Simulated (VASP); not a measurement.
A run of VASP 6.6.1 is set up as follows.

INCAR

```
SYSTEM = AlGa2N3
ALGO     = Normal         ! electronic algorithm
EDIFF    = 1E-6           ! SCF threshold, eV
EDIFFG   = -0.04          ! ionic threshold
ENCUT    = 600            ! plane-wave cutoff, eV
GGA      = PE             ! functional
IBRION   = 2              ! ionic algorithm
ISIF     = 3              ! what is computed and relaxed
ISMEAR   = 0              ! smearing method
LASPH    = .True.         ! aspherical terms in the spheres
LCHARG   = .False.        ! write CHGCAR
LREAL    = .False.        ! projectors in reciprocal space
LWAVE    = .False.        ! write WAVECAR
NELM     = 60             ! most SCF steps
NSW      = 90             ! ionic steps
PREC     = Accurate       ! precision mode
SIGMA    = 0.1            ! smearing width, eV
```

KPOINTS

```
k-points
0
Gamma
  6 6 2
  0 0 0
```

The input POSCAR:

```
AlGa2N3
1.0
    3.4026705300      0.0000000000      0.0000000000
   -1.7013352700      2.9467991200      0.0000000000
    0.0000000000      0.0000000000      8.3348065700
Al Ga N
1 2 3
Direct
    0.0000000000      0.0000000000      0.0000000000
    0.3333333300      0.6666666700      0.6666666700
    0.6666666700      0.3333333300      0.3333333300
    0.6666666700      0.3333333300      0.8333333300
    0.0000000000      0.0000000000      0.5000000000
    0.3333333300      0.6666666700      0.1666666700
```

Potentials or basis: VASP PAW PBE potentials, release 64 (Al, Ga_d, N).

Run with:

```sh
$ cat potpaw_PBE.64/Al/POTCAR potpaw_PBE.64/Ga_d/POTCAR potpaw_PBE.64/N/POTCAR > POTCAR
$ mpirun -np 1 vasp_std > vasp.out
```

Predict the relaxed volume.

9.31 Å³/atom.

What does it give for the band gap on the k mesh?

1.46 eV (least direct gap 2.40 eV).

What does it give for the relaxed cell?

a = 2.974 Å, b = 2.974 Å, c = 7.289 Å, α = 90.00°, β = 90.00°, γ = 120.00°.

What does it give for the space group after relaxing (to 0.1 Å)?

P-3m1 (No. 164).

The path:
```tsv
step	energy change (eV)	largest force (eV/Å)	pressure (GPa)	volume (Å³)
1	0.0000	0.6535	-34.85	83.57
2	-4.3008	0.8115	18.88	52.03
3	-4.5060	0.7830	0.42	55.82
4	-4.5465	0.1903	0.26	55.77
5	-4.5484	0.1614	0.27	55.76
6	-4.5488	0.1248	-0.35	55.89
7	-4.5493	0.0065	0.06	55.83
```

Caveat: the volume moved by over 15 % at a fixed basis, so the end points are rough. A k mesh can miss the band edges.
